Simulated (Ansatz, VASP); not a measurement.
## Sn3As in VASP and in Ansatz

The input INCAR:

```
PREC = Accurate
ENCUT = 520
EDIFF = 1E-6
ISMEAR = 0
SIGMA = 0.2
LREAL = False
LASPH = True
NELM = 80
ALGO = Fast
ISIF = 2
LWAVE = False
LCHARG = False
GGA = PE
NBANDS = 57
```

The input KPOINTS:

```
Automatic mesh
0
Gamma
  6 4 6
```

POSCAR

```
Sn3As
1.0
    2.0469723049     -3.5454600337      0.0000000000
   -6.1409169146     -3.5454600337      0.0000000000
    0.0000000000      2.3636400225     -7.4768270728
Sn As
6 2
Direct
    0.6121567544      0.8707189181      0.2243135088
    0.1121567544      0.3707189181      0.2243135088
    0.8878432456      0.6292810819      0.7756864912
    0.3878432456      0.1292810819      0.7756864912
    0.2500000000      0.7500000000      0.5000000000
    0.7500000000      0.2500000000      0.5000000000
    1.0000000000      1.0000000000      1.0000000000
    0.5000000000      0.5000000000      0.0000000000
```

Input for Ansatz:

```yaml
crystal:
  lattice:
    - [2.0469723049, -3.5454600337, 0.0]
    - [-6.1409169146, -3.5454600337, 0.0]
    - [0.0, 2.3636400225, -7.4768270728]
  atoms:
    - { symbol: Sn, position: [0.6121567544, 0.8707189181, 0.2243135088] }
    - { symbol: Sn, position: [0.1121567544, 0.3707189181, 0.2243135088] }
    - { symbol: Sn, position: [0.8878432456, 0.6292810819, 0.7756864912] }
    - { symbol: Sn, position: [0.3878432456, 0.1292810819, 0.7756864912] }
    - { symbol: Sn, position: [0.25, 0.75, 0.5] }
    - { symbol: Sn, position: [0.75, 0.25, 0.5] }
    - { symbol: As, position: [1.0, 1.0, 1.0] }
    - { symbol: As, position: [0.5, 0.5, 0.0] }
basis:
  ecutwfc: 420
kpoints:
  mp_grid: { grid: [6, 4, 6] }
hamiltonian:
  xc: pbe
scf:
  occupations: { method: gaussian, width: 0.2 }
  lower_state_search: "off"
output:
  forces: true
  stress: true
  eigenvalues: true
```

Alike in both runs: task single point; functional PBE; k mesh 6 × 4 × 6; occupations gaussian, width 0.2 eV; no spin polarisation.

|  | VASP | Ansatz |
| --- | --- | --- |
| version | VASP 6.6.1 | Ansatz 0.2.0 |
| potentials or method | VASP PAW PBE potentials, release 64 (Sn_d, As), cutoff 520 eV | scalar-relativistic, plane waves, PAW |
| valence electrons in the cell | 94 | 114 |

|  | VASP | Ansatz | Ansatz less VASP |
| --- | --- | --- | --- |
| gap on the k mesh at the Fermi level (eV) | none | none | - |
| pressure (GPa) | 0.0 | 0.1 | +0.02 |
| traceless stress, the component that is largest in VASP (GPa) | 0.17 | 0.17 | -0.002 |
| rms of the force components (eV/Å) | 0.008 | 0.011 | +0.0026 |

Atom by atom the forces differ by 0.003 eV/Å (rms over components). A gap of «none» marks a metal or a gap that the smearing closes. VASP's potentials hold 94 valence electrons a cell and Ansatz's 114, so a difference there can come from the potentials and not from the codes.
